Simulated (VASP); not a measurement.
# MgZn5S6 (P31m) in VASP: a series of runs

The runs below take MgZn5S6 through single point, relaxation of cell and atoms, with r2SCAN, PBE.

Program: VASP 6.6.1. These are calculated values, not measurements. Logs are shortened: lines on timing, memory, paths and dates and some standing lists are left out, and cuts for length are marked.

### Step 1. The cell of the first run

The structure is trigonal, space group P31m (No. 157). The conventional cell has a = 6.719 Å, b = 6.719 Å, c = 6.341 Å, α = 90.00°, β = 90.00°, γ = 120.00°. Within 3.2 Å of Mg (site symmetry 3m) lie 4 S at 2.45 to 2.47 Å. Zn (site symmetry m) has 4 S at 2.36 to 2.37 Å within 3.1 Å. Within 3.1 Å of Zn (site symmetry 3) lie 4 S at 2.35 to 2.37 Å. Within 3.1 Å of S (site symmetry m) lie 3 Zn at 2.35 to 2.36 Å and 1 Mg at 2.45 Å. S (site symmetry 3) has 4 Zn at 2.37 Å within 3.1 Å. S (site symmetry 3m) has 3 Zn at 2.37 Å and 1 Mg at 2.47 Å within 3.1 Å.

### Step 2. Single point, r2SCAN

Input file POSCAR:

```
MgZn5S6
1.0
    6.7194441058     -0.0000000289      0.0000000000
   -3.3597220279      5.8192093094      0.0000000000
    0.0000000000      0.0000000000      6.3414472000
Mg Zn S
1 5 6
Direct
    0.0000000000      0.0000000000      0.5038940000
    0.3367990000      0.3367990000      0.0052210000
    0.0000000000      0.6632010000      0.0052210000
    0.6632010000      0.0000000000      0.0052210000
    0.6666666667      0.3333333333      0.5047800000
    0.3333333333      0.6666666667      0.5047800000
    0.3443090000      0.3443090000      0.3772840000
    0.0000000000      0.6556910000      0.3772840000
    0.6556910000      0.0000000000      0.3772840000
    0.6666666667      0.3333333333      0.8781620000
    0.3333333333      0.6666666667      0.8781620000
    0.0000000000      0.0000000000      0.8927060000
```

Input file INCAR.step1:

```
SYSTEM = MgZn5S6
  ALGO = Normal
  EDIFF = 1E-4
  ENCUT = 520
  GGA = PE
  ISMEAR = 0
  LASPH = .TRUE.
  LCHARG = .FALSE.
  LREAL = .FALSE.
  LWAVE = .TRUE.
  NBANDS = 61
  NELM = 80
  PREC = Accurate
  SIGMA = 0.02
```

Input file INCAR.step2:

```
SYSTEM = MgZn5S6
  ALGO = Normal
  EDIFF = 1E-6
  ENCUT = 520
  ISIF = 2
  ISMEAR = 0
  ISTART = 1
  LASPH = .TRUE.
  LCHARG = .FALSE.
  LMIXTAU = .TRUE.
  LREAL = .FALSE.
  LWAVE = .FALSE.
  METAGGA = R2SCAN
  NBANDS = 61
  NELM = 80
  PREC = Accurate
  SIGMA = 0.02
```

Input file KPOINTS:

```
k-points
0
G
  6 6 4
  0 0 0
```

Potentials or basis: VASP PAW PBE potentials, release 64 (Mg, Zn, S).

The run is started by

```sh
cat potpaw_PBE.64/Mg/POTCAR potpaw_PBE.64/Zn/POTCAR potpaw_PBE.64/S/POTCAR > POTCAR
cp INCAR.step1 INCAR
mpirun -np 1 vasp_std > vasp.out
cp INCAR.step2 INCAR
mpirun -np 1 vasp_std > vasp.out
```

OUTCAR:

```text
SYSTEM = MgZn5S6
   EDIFF = 1E-6
   ENCUT = 520
   ISIF = 2
   ISMEAR = 0
   ISTART = 1
   LASPH = .TRUE.
   LREAL = .FALSE.
   METAGGA = R2SCAN
   NELM = 80
   PREC = Accurate

 ion  position               nearest neighbor table
   1  0.000  0.000  0.504-   9 2.45   7 2.45   8 2.45  12 2.47
   2  0.337  0.337  0.005-   7 2.36  10 2.37  11 2.37  12 2.37
   3  0.000  0.663  0.005-   8 2.36  11 2.37  10 2.37  12 2.37
   4  0.663  0.000  0.005-   9 2.36  10 2.37  11 2.37  12 2.37
   5  0.667  0.333  0.505-   9 2.35   8 2.35   7 2.35  10 2.37
   6  0.333  0.667  0.505-   8 2.35   9 2.35   7 2.35  11 2.37
   7  0.344  0.344  0.377-   5 2.35   6 2.35   2 2.36   1 2.45
   8  0.000  0.656  0.377-   6 2.35   5 2.35   3 2.36   1 2.45
   9  0.656  0.000  0.377-   5 2.35   6 2.35   4 2.36   1 2.45
  10  0.667  0.333  0.878-   5 2.37   4 2.37   3 2.37   2 2.37
  11  0.333  0.667  0.878-   6 2.37   3 2.37   4 2.37   2 2.37
  12  0.000  0.000  0.893-   4 2.37   2 2.37   3 2.37   1 2.47

  LATTYP: Found a hexagonal cell.
 ALAT       =     6.7194441058
 C/A-ratio  =     0.9437458070

  Lattice vectors:

 A1 = (   6.7194441058,  -0.0000000289,   0.0000000000)
 A2 = (  -3.3597220279,   5.8192093094,   0.0000000000)
 A3 = (   0.0000000000,   0.0000000000,   6.3414472000)

Analysis of symmetry for initial positions (statically):
=====================================================================
 Subroutine PRICEL returns:
 Original cell was already a primitive cell.

 Routine SETGRP: Setting up the symmetry group for a
 hexagonal supercell.

 Subroutine GETGRP returns: Found  6 space group operations
 (whereof  6 operations were pure point group operations)
 out of a pool of 24 trial point group operations.

The static configuration has the point symmetry C_3v.

Analysis of symmetry for dynamics (positions and initial velocities):
=====================================================================
 Subroutine PRICEL returns:
 Original cell was already a primitive cell.

 Routine SETGRP: Setting up the symmetry group for a
 hexagonal supercell.

 Subroutine GETGRP returns: Found  6 space group operations
 (whereof  6 operations were pure point group operations)
 out of a pool of 24 trial point group operations.

The dynamic configuration has the point symmetry C_3v.

 Subroutine INISYM returns: Found  6 space group operations
 (whereof  6 operations are pure point group operations),
 and found     1 'primitive' translations

----------------------------------------------------------------------------------------

                                     Primitive cell

  volume of cell :     247.9623

  direct lattice vectors                    reciprocal lattice vectors
     6.719444106 -0.000000029  0.000000000     0.148821835  0.085922326  0.000000000
    -3.359722028  5.819209309  0.000000000     0.000000001  0.171844653  0.000000000
     0.000000000  0.000000000  6.341447200     0.000000000  0.000000000  0.157692711

  length of vectors
     6.719444106  6.719444106  6.341447200     0.171844653  0.171844653  0.157692711

  position of ions in fractional coordinates (direct lattice)
     0.000000000  0.000000000  0.503894000
     0.336799000  0.336799000  0.005221000
     1.000000000  0.663201000  0.005221000
     0.663201000  0.000000000  0.005221000
     0.666666667  0.333333333  0.504780000
     0.333333333  0.666666667  0.504780000
     0.344309000  0.344309000  0.377284000
     1.000000000  0.655691000  0.377284000
     0.655691000  0.000000000  0.377284000
     0.666666667  0.333333333  0.878162000
     0.333333333  0.666666667  0.878162000
     0.000000000  0.000000000  0.892706000

  ion indices of the primitive-cell ions
   primitive index   ion index
                 1           1
                 2           2
                 3           3
                 4           4
                 5           5
                 6           6
                 7           7
                 8           8
                 9           9
                10          10
                11          11
                12          12

----------------------------------------------------------------------------------------

 KPOINTS: k-points

Automatic generation of k-mesh.
 Grid dimensions read from file:
 generate k-points for:    6    6    4

 Generating k-lattice:

  Cartesian coordinates                     Fractional coordinates (reciprocal lattice)
     0.024803639  0.014320388  0.000000000     0.166666667 -0.000000000  0.000000000
     0.000000000  0.028640775  0.000000000     0.000000000  0.166666667  0.000000000
     0.000000000  0.000000000  0.039423178     0.000000000  0.000000000  0.250000000

  Length of vectors
     0.028640775  0.028640775  0.039423178

  Shift w.r.t. Gamma in fractional coordinates (k-lattice)
     0.000000000  0.000000000  0.000000000

 Subroutine IBZKPT returns following result:
 ===========================================

 Found     24 irreducible k-points:

 Following reciprocal coordinates:
            Coordinates               Weight
  0.000000  0.000000  0.000000      1.000000
  0.166667  0.000000  0.000000      6.000000
  0.333333  0.000000  0.000000      6.000000
  0.500000 -0.000000  0.000000      3.000000
  0.166667  0.166667  0.000000      6.000000
  0.333333  0.166667  0.000000     12.000000
[... 16 lines left out ...]
  0.333333  0.166667  0.500000     12.000000
  0.333333  0.333333  0.500000      2.000000
   k-points           NKPTS =     24   k-points in BZ     NKDIM =     24   number of bands    NBANDS=     61
   number of dos      NEDOS =    301   number of ions     NIONS =     12
   total plane-waves  NPLWV = 120000
   dimension x,y,z NGX =    50 NGY =   50 NGZ =   48
   dimension x,y,z NGXF=   100 NGYF=  100 NGZF=   96
   ions per type =               1   5   6
   NGX,Y,Z   is equivalent  to a cutoff of  12.37, 12.37, 12.58 a.u.
   NGXF,Y,Z  is equivalent  to a cutoff of  24.74, 24.74, 25.17 a.u.
 SYSTEM =  MgZn5S6
   PREC   = accura    normal or accurate (medium, high low for compatibility)
   ISTART =      1    job   : 0-new  1-cont  2-samecut
   ICHARG =      0    charge: 1-file 2-atom 10-const
   ISPIN  =      1    spin polarized calculation?
   LNONCOLLINEAR =      F non collinear calculations
   LSORBIT =      F    spin-orbit coupling
   LASPH  =      T    aspherical Exc in radial PAW
   ENCUT  =  520.0 eV  38.22 Ry    6.18 a.u.  12.49 12.49 11.79*2*pi/ulx,y,z
   NELM   =     80;   NELMIN=  2; NELMDL=  0     # of ELM steps
   EDIFF  = 0.1E-05   stopping-criterion for ELM
   LREAL  =      F    real-space projection
   EDIFFG = 0.1E-04   stopping-criterion for IOM
   NSW    =      0    number of steps for IOM
   IBRION =     -1    ionic relax: 0-MD 1-quasi-New 2-CG
   NFREE  =      0    steps in history (QN), initial steepest desc. (CG)
   ISIF   =      2    stress and relaxation
   ISYM   =      2    0-nonsym 1-usesym 2-fastsym
   POTIM  = 0.5000    time-step for ionic-motion
   TEBEG  =    0.0;   TEEND  =   0.0 temperature during run
   PSTRESS=    0.0 pullay stress
   NELECT =      98.0000    total number of electrons
   NUPDOWN=      -1.0000    fix difference up-down
   EMIN   =  10.00;   EMAX   =-10.00  energy-range for DOS
   EFERMI =   0.00;   METHOD = LEGACY
   ISMEAR =     0;   SIGMA  =   0.02  broadening in eV -4-tet -1-fermi 0-gaus
   EFERMI_NEDOS =   21; number of points for ismear=-14 and -15
   IALGO  =     38    algorithm
   IMIX   =      4    mixing-type and parameters
     AMIX     =   0.40;   BMIX     =  1.00
     AMIX_MAG =   1.60;   BMIX_MAG =  1.00
  volume/ion in A,a.u.               =      20.66       139.44
  Fermi-wavevector in a.u.,A,eV,Ry     =   1.201402  2.270320 19.638191  1.443366
  Thomas-Fermi vector in A             =   2.337212
   LORBIT       =      0    0 simple, 1 ext, 2 COOP (PROOUT), +10 PAW based schemes
   METAGGA = R2SCAN    functional components
   LHFCALC =     F    Hartree Fock is set to
   AEXX    =    0.0000 exact exchange contribution
   IVDW    =     0    specifies the selected vdW correction
   LEPSILON=     F    determine dielectric tensor
   LRPA    =     F    only Hartree local field effects (RPA)
 non-spin polarized calculation
 Gauss-broadening in eV      SIGMA  =   0.02
  energy-cutoff  :      520.00
  volume of cell :      247.96
 maximum number of plane-waves:      6710
 NGX is ok and might be reduce to    50
   NGX = 25   NGY = 25   NGZ = 23

 number of electron      97.9999955 magnetization

 Free energy of the ion-electron system (eV)
  ---------------------------------------------------
  ext. energy  EPLUGINS =         0.00000000
  ---------------------------------------------------
  free energy    TOTEN  =      -109.65876621 eV

  energy without entropy =     -109.65876621  energy(sigma->0) =     -109.65876621

 E-fermi :   1.6152     XC(G=0):  -9.8920

 val. band max:        1.4817171167   @ k =   0.0000   0.0000   0.0000
 cond. band min:       4.2973017868   @ k =   0.0000   0.0000   0.0000
 fundamental gap:      2.8155846701
 Fermi energy:         1.6151941533

 k-point     1 :       0.0000    0.0000    0.0000
  band No.  band energies     occupation
      1     -11.7596      2.00000
      2     -10.8804      2.00000
      3     -10.7666      2.00000
      4     -10.6400      2.00000
      5     -10.6339      2.00000
      6     -10.6339      2.00000
[... 53 lines left out ...]
     60       8.8923      0.00000
     61       9.5111      0.00000

 k-point     2 :       0.1667    0.0000    0.0000
  band No.  band energies     occupation
      1     -11.7019      2.00000
      2     -10.8513      2.00000
      3     -10.8491      2.00000
      4     -10.7471      2.00000
      5     -10.6117      2.00000
      6     -10.5725      2.00000
[... 1397 lines left out ...]
     60       7.8755      0.00000
     61       8.4672      0.00000

 k-point    24 :       0.3333    0.3333    0.5000
  band No.  band energies     occupation
      1     -11.0017      2.00000
      2     -11.0017      2.00000
      3     -10.9036      2.00000
      4     -10.9036      2.00000
      5     -10.8723      2.00000
      6     -10.7600      2.00000
[... 53 lines left out ...]
     60       7.7219      0.00000
     61       8.4144      0.00000

------------------------ aborting loop because EDIFF is reached ----------------------------------------

  FORCE on cell =-STRESS in cart. coord.  units (eV):
  Direction    XX          YY          ZZ          XY          YZ          ZX
  --------------------------------------------------------------------------------------
  -------------------------------------------------------------------------------------
  Total       -3.1251544     -3.1251544     -3.1158063      0.0000000      0.0000000      0.0000000
  in kB      -20.1927914    -20.1927914    -20.1323898      0.0000000      0.0000000      0.0000000
  external PRESSURE =     -20.1726575 kB  Pullay stress =       0.0000000 kB

 VOLUME and BASIS-vectors are now :
 -----------------------------------------------------------------------------
  energy-cutoff  :      520.00
  volume of cell :      247.96
      direct lattice vectors                 reciprocal lattice vectors
     6.719444106 -0.000000029  0.000000000     0.148821835  0.085922326  0.000000000
    -3.359722028  5.819209309  0.000000000     0.000000001  0.171844653  0.000000000
     0.000000000  0.000000000  6.341447200     0.000000000  0.000000000  0.157692711

 POSITION                                       TOTAL-FORCE (eV/Angst)
 -----------------------------------------------------------------------------------
      0.00000      0.00000      3.19542         0.000000      0.000000     -0.016862
      1.13155      1.95990      0.03311        -0.001018     -0.001764      0.022075
     -2.22817      3.85931      0.03311        -0.001018      0.001764      0.022075
      4.45634     -0.00000      0.03311         0.002037     -0.000000      0.022075
      3.35972      1.93974      3.20104        -0.000000      0.000000      0.011365
      0.00000      3.87947      3.20104         0.000000      0.000000      0.011365
      1.15678      2.00361      2.39253         0.012018      0.020816     -0.016159
     -2.20294      3.81560      2.39253         0.012018     -0.020816     -0.016159
      4.40588     -0.00000      2.39253        -0.024036      0.000000     -0.016159
      3.35972      1.93974      5.56882        -0.000000      0.000000     -0.012039
      0.00000      3.87947      5.56882        -0.000000      0.000000     -0.012039
      0.00000      0.00000      5.66105         0.000000      0.000000      0.000461
 -----------------------------------------------------------------------------------
    total drift:                                0.000277      0.000480      0.150695

  FREE ENERGIE OF THE ION-ELECTRON SYSTEM (eV)
  ---------------------------------------------------
  free  energy   TOTEN  =      -109.6587662059 eV

  energy  without entropy=     -109.6587662059  energy(sigma->0) =     -109.65876621
```

It took 46 min on 1 thread of Intel Xeon 8259CL, shared host; peak memory 0.56 GiB.

What came out:

```
Free energy            : -109.6588 eV
Pressure               : -2.0 GPa
Largest force          : 0.029 eV/Å
Band gap on the k mesh : 2.82 eV
```

Forces in eV/Å, atoms in the order of the input:
```
Mg   0.000  0.000 -0.017
Zn  -0.001 -0.002  0.022
Zn  -0.001  0.002  0.022
Zn   0.002  0.000  0.022
Zn   0.000  0.000  0.011
Zn   0.000  0.000  0.011
S    0.012  0.021 -0.016
S    0.012 -0.021 -0.016
S   -0.024  0.000 -0.016
S    0.000  0.000 -0.012
S    0.000  0.000 -0.012
S    0.000  0.000  0.000
```

Caveat: the PAW data sets were made with another functional, which shifts forces and pressure a little.

### Step 3. Relaxation of cell and atoms, PBE

Input file INCAR:

```
ALGO     = Normal         # electronic algorithm
EDIFF    = 1E-6           # SCF threshold, eV
EDIFFG   = -0.01          # ionic threshold
ENCUT    = 600            # plane-wave cutoff, eV
GGA      = PE             # functional
IBRION   = 2              # ionic algorithm
ISIF     = 3              # what is computed and relaxed
ISMEAR   = 0              # smearing method
LASPH    = True           # aspherical terms in the spheres
LCHARG   = False          # write CHGCAR
LREAL    = False          # projectors in reciprocal space
LWAVE    = False          # write WAVECAR
NELM     = 100            # most SCF steps
NSW      = 100            # ionic steps
PREC     = Accurate       # precision mode
SIGMA    = 0.02           # smearing width, eV
```

Input file KPOINTS:

```
k-points
0
Gamma
  6 6 4
```

Input file POSCAR:

```
MgZn5S6
1.0
    6.7194441000      0.0000000000      0.0000000000
   -3.3597220000      5.8192093000      0.0000000000
    0.0000000000      0.0000000000      6.3414472000
Mg Zn S
1 5 6
Direct
    0.0000000000      0.0000000000      0.5038940000
    0.3367990000      0.3367990000      0.0052210000
    0.0000000000      0.6632010000      0.0052210000
    0.6632010000      0.0000000000      0.0052210000
    0.6666667000      0.3333333000      0.5047800000
    0.3333333000      0.6666667000      0.5047800000
    0.3443090000      0.3443090000      0.3772840000
    0.0000000000      0.6556910000      0.3772840000
    0.6556910000      0.0000000000      0.3772840000
    0.6666667000      0.3333333000      0.8781620000
    0.3333333000      0.6666667000      0.8781620000
    0.0000000000      0.0000000000      0.8927060000
```

Potentials or basis: VASP PAW PBE potentials, release 64 (Mg, Zn, S).

The run is started by

```sh
cat potpaw_PBE.64/Mg/POTCAR potpaw_PBE.64/Zn/POTCAR potpaw_PBE.64/S/POTCAR > POTCAR
mpirun -np 1 vasp_std > vasp.out
```

Run time: 38 min. Hardware: 1 thread of Oxide Virtual Turin-like, shared host; peak memory 0.62 GiB.

Results (log left out):

```yaml
Free_energy: -42.6706 eV
Relaxed_volume: 20.69 Å³/atom
Relaxed_cell: a = 6.722 Å, b = 6.722 Å, c = 6.344 Å, α = 90.00°, β = 90.00°, γ = 120.00°
Space_group_after_relaxing_to_0.1_Å: P31m (No. 157)
Energy_gained_by_relaxing: 0.0 meV/atom
Ionic_steps: 4
Pressure_after_relaxing: 0.0 GPa
Largest_force_after_relaxing: 0.008 eV/Å
Band_gap_on_the_k_mesh: 2.24 eV
```

Forces on the atoms (eV/Å):
```
Mg   0.000  0.000  0.000
Zn  -0.001 -0.002  0.001
Zn  -0.001  0.002  0.001
Zn   0.003  0.000  0.001
Zn   0.000  0.000  0.000
Zn   0.000  0.000  0.000
S   -0.003 -0.005  0.002
S   -0.003  0.005  0.002
S    0.006  0.000  0.002
S    0.000  0.000  0.001
S    0.000  0.000  0.001
S    0.000  0.000 -0.008
```

The path:
```
step  energy change (eV)  largest force (eV/Å)  pressure (GPa)  volume (Å³)
   1              0.0000                0.0217            0.08       247.96
   2             -0.0002                0.0120           -0.02       248.33
   3             -0.0002                0.0105           -0.01       248.33
   4             -0.0002                0.0075           -0.01       248.29
```

Final structure:
```xyz
12
Lattice="6.7223 0.0000 0.0000 -3.3611 5.8216 0.0000 0.0000 0.0000 6.3445" Properties=species:S:1:pos:R:3 pbc="T T T"
Mg    0.0000    0.0000    3.1968
Zn    1.1320    1.9606    0.0331
Zn   -2.2292    3.8610    0.0331
Zn    4.4583    0.0000    0.0331
Zn    3.3611    1.9406    3.2027
Zn    0.0000    3.8811    3.2027
S     1.1565    2.0032    2.3943
S     4.5177    3.8185    2.3943
S     4.4092    0.0000    2.3943
S     3.3611    1.9406    5.5713
S     0.0000    3.8811    5.5713
S     0.0000    0.0000    5.6622
```

Levels at points of the mesh, in eV from the valence-band top:
```
           k point  band 45  band 46  band 47  band 48  band 49  band 50  band 51  band 52  band 53  band 54
(0.00, 0.00, 0.00)    -0.79    -0.79    -0.05     0.00     0.00     2.24     3.37     4.44     4.44     5.82
(0.50, 0.00, 0.00)    -0.84    -0.77    -0.73    -0.67    -0.57     3.81     4.30     4.33     4.56     5.01
(0.00, 0.00, 0.50)    -1.12    -0.47    -0.47    -0.34    -0.34     3.45     3.91     4.49     4.52     4.52
(0.50, 0.00, 0.50)    -1.36    -1.31    -1.31    -1.15    -1.11     3.60     3.81     4.65     4.66     4.80
```
